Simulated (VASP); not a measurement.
A run of VASP 6.6.1 is set up as follows.

File INCAR:

```
SYSTEM = Al12N
PREC = Accurate
ENCUT = 520
EDIFF = 1E-6
ISMEAR = 0
SIGMA = 0.1
LREAL = .FALSE.
LASPH = .TRUE.
NELM = 100
ALGO = Normal
ISIF = 2
LWAVE = .FALSE.
LCHARG = .FALSE.
LDIPOL = .TRUE.
IDIPOL = 3
DIPOL = 0.5 0.5 0.319
NBANDS = 32
```

The input KPOINTS:

```
Automatic mesh
0
G
  5 5 1
  0 0 0
```

POSCAR

```
Al12N
1.0
    5.6336864727      0.0000000000      0.0000000000
    0.0000000000      5.6336864727      0.0000000000
    0.0000000000      0.0000000000     19.6042970528
Al N
12 1
Direct
    0.2500000000      0.2500000000      0.2040369001
    0.2500000000      0.7500000000      0.2040369001
    0.7500000000      0.2500000000      0.2040369001
    0.7500000000      0.7500000000      0.2040369001
    0.0000000000      0.0000000000      0.3086956402
    0.0000000000      0.5000000000      0.3086956402
    0.5000000000      0.0000000000      0.3086956402
    0.5000000000      0.5000000000      0.3086956402
    0.2500000000      0.2500000000      0.4133939121
    0.2500000000      0.7500000000      0.4133939121
    0.7500000000      0.2500000000      0.4133939121
    0.7500000000      0.7500000000      0.4133939121
    0.4166666667      0.5000000000      0.4405430282
```

Potentials or basis: VASP PAW LDA potentials, release 64 (Al, N).

The run is started by

```sh
$ cat potpaw_LDA.64/Al/POTCAR potpaw_LDA.64/N/POTCAR > POTCAR
$ mpirun -np 1 vasp_std > vasp.out
```

Problem. Estimate the largest force.

Solution. 2.200 eV/Å.

Forces on the atoms (eV/Å):
```
Al  -0.076 -0.075  0.110
Al  -0.076  0.075  0.110
Al   0.081 -0.100 -0.003
Al   0.081  0.100 -0.003
Al  -0.010  0.000 -0.264
Al  -0.296  0.000 -0.164
Al   0.178  0.000  0.080
Al   0.144  0.000 -0.042
Al  -1.012 -1.382 -0.076
Al  -1.012  1.382 -0.076
Al  -0.101  0.017  0.145
Al  -0.101 -0.017  0.145
N    2.200  0.000  0.038
```
